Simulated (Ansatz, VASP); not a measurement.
# Two plane-wave programs on SnPt3

```xyz
4
Lattice="4.0606 0.0000 0.0000 0.0000 4.0606 0.0000 0.0000 0.0000 4.0606" Properties=species:S:1:pos:R:3 pbc="T T T"
Sn    0.0000    0.0000    0.0000
Pt    0.0000    2.0303    2.0303
Pt    2.0303    0.0000    2.0303
Pt    2.0303    2.0303    0.0000
```

Alike in both runs: task relaxation of cell and atoms; functional LDA; k mesh 10 × 10 × 10; occupations gaussian, width 0.1 eV; no spin polarisation.

```csv
,VASP,Ansatz
version,VASP 6.6.1,Ansatz 0.2.0
potentials or method,"VASP PAW LDA potentials, release 64 (Sn_d, Pt), cutoff 600 eV","scalar-relativistic, plane waves, PAW"
valence electrons in the cell,44,68
```

|  | VASP | Ansatz | Ansatz less VASP |
| --- | --- | --- | --- |
| gap on the k mesh at the Fermi level, each at its own relaxed structure (eV) | none | none | - |
| relaxed volume (Å³/atom) | 15.82 | 15.76 | -0.058 |
| relaxed cell length with the largest relative difference (Å) | 3.985 | 3.980 | -0.0048 |

LDA's correlation is that of Perdew and Zunger in VASP and of Perdew and Wang (1992) in Ansatz. A gap of «none» marks a metal or a gap that the smearing closes. VASP's potentials hold 44 valence electrons a cell and Ansatz's 68, so a difference there can come from the potentials and not from the codes.

Neither program's run includes spin-orbit coupling.
